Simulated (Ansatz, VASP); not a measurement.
Two plane-wave programs on RbCdAuC6N6

INCAR

```
PREC     = Accurate       # precision mode
ENCUT    = 520            # plane-wave cutoff, eV
EDIFF    = 1E-6           # SCF threshold, eV
ISMEAR   = 0              # smearing method
SIGMA    = 0.1            # smearing width, eV
LREAL    = Auto         
LASPH    = True           # aspherical terms in the spheres
NELM     = 150            # most SCF steps
ALGO     = Normal         # electronic algorithm
ISIF     = 2              # what is computed and relaxed
LWAVE    = False          # write WAVECAR
LCHARG   = False          # write CHGCAR
ISPIN    = 2              # spin polarisation
MAGMOM   = 0 0 0 0 0 0 0 0 1 0 0 0 0 0 0 # initial moments
LORBIT   = 11             # projections on sites
LMAXMIX  = 4              # l up to which the mixer works
GGA      = PE             # functional
NBANDS   = 60             # bands
```

Contents of KPOINTS:

```
regular mesh
0
Gamma
  4 4 4
```

File POSCAR:

```
RbCdAuC6N6
1.0
    0.0000000000      5.1845000000      5.1845000000
    5.1845000000      0.0000000000      5.1845000000
    5.1845000000      5.1845000000      0.0000000000
Rb Cd C Au N
1 1 6 1 6
Direct
    0.7500000000      0.7500000000      0.7500000000
    0.5000000000      0.5000000000      0.5000000000
    0.8151220000      0.1848780000      0.1848780000
    0.1848780000      0.1848780000      0.8151220000
    0.8151220000      0.1848780000      0.8151220000
    0.1848780000      0.8151220000      0.8151220000
    0.8151220000      0.8151220000      0.1848780000
    0.1848780000      0.8151220000      0.1848780000
    0.0000000000      0.0000000000      0.0000000000
    0.7022856600      0.2977143400      0.2977143400
    0.2977143400      0.2977143400      0.7022856600
    0.7022856600      0.2977143400      0.7022856600
    0.2977143400      0.7022856600      0.7022856600
    0.7022856600      0.7022856600      0.2977143400
    0.2977143400      0.7022856600      0.2977143400
```

Input for Ansatz:

```yaml
crystal:
  lattice:
    - [0.0, 5.1845, 5.1845]
    - [5.1845, 0.0, 5.1845]
    - [5.1845, 5.1845, 0.0]
  atoms:
    - { symbol: Rb, position: [0.75, 0.75, 0.75] }
    - { symbol: Cd, position: [0.5, 0.5, 0.5] }
    - { symbol: C, position: [0.815122, 0.184878, 0.184878] }
    - { symbol: C, position: [0.184878, 0.184878, 0.815122] }
    - { symbol: C, position: [0.815122, 0.184878, 0.815122] }
    - { symbol: C, position: [0.184878, 0.815122, 0.815122] }
    - { symbol: C, position: [0.815122, 0.815122, 0.184878] }
    - { symbol: C, position: [0.184878, 0.815122, 0.184878] }
    - { symbol: Au, position: [0.0, 0.0, 0.0], spin: 1.0 }
    - { symbol: "N", position: [0.70228566, 0.29771434, 0.29771434] }
    - { symbol: "N", position: [0.29771434, 0.29771434, 0.70228566] }
    - { symbol: "N", position: [0.70228566, 0.29771434, 0.70228566] }
    - { symbol: "N", position: [0.29771434, 0.70228566, 0.70228566] }
    - { symbol: "N", position: [0.70228566, 0.70228566, 0.29771434] }
    - { symbol: "N", position: [0.29771434, 0.70228566, 0.29771434] }
basis:
  ecutwfc: 420
kpoints:
  mp_grid: { grid: [4, 4, 4] }
hamiltonian:
  xc: pbe
scf:
  occupations: { method: gaussian, width: 0.1 }
  lower_state_search: "off"
output:
  forces: true
  stress: true
  eigenvalues: true
  populations: true
magnetization:
  spin_polarized: true
```

Alike in both runs: task single point; functional PBE; k mesh 4 × 4 × 4; occupations gaussian, width 0.1 eV; collinear spin.

```csv
,VASP,Ansatz
version,VASP 6.6.1,Ansatz 0.2.0
potentials or method,"VASP PAW PBE potentials, release 64 (Rb_sv, Cd, C, Au, N), cutoff 520 eV","scalar-relativistic, plane waves, PAW"
valence electrons in the cell,86,102
```

Ansatz gave:

- gap on the k mesh at the Fermi level (eV): 0.15
- least direct gap on the mesh (eV): 0.15
- pressure (GPa): 22.1
- rms of the force components (eV/Å): 2.578
- net moment per atom (μB): 0.13
- size of the moment on the site where the two differ most (μB): 0.06

Problem. Which values does VASP return?

Solution. gap on the k mesh at the Fermi level (eV): 0.17; least direct gap on the mesh (eV): 0.17; pressure (GPa): 22.7; rms of the force components (eV/Å): 2.413; net moment per atom (μB): 0.13; size of the moment on the site where the two differ most (μB): 0.13.

Site moments also hang on the region over which each program counts them. Atom by atom the forces differ by 0.167 eV/Å (rms over components). VASP's potentials hold 86 valence electrons a cell and Ansatz's 102, so a difference there can come from the potentials and not from the codes.

Spin-orbit coupling is off throughout. Noted on VASP's run: the standard files for N, O and F lose accuracy on very short bonds.
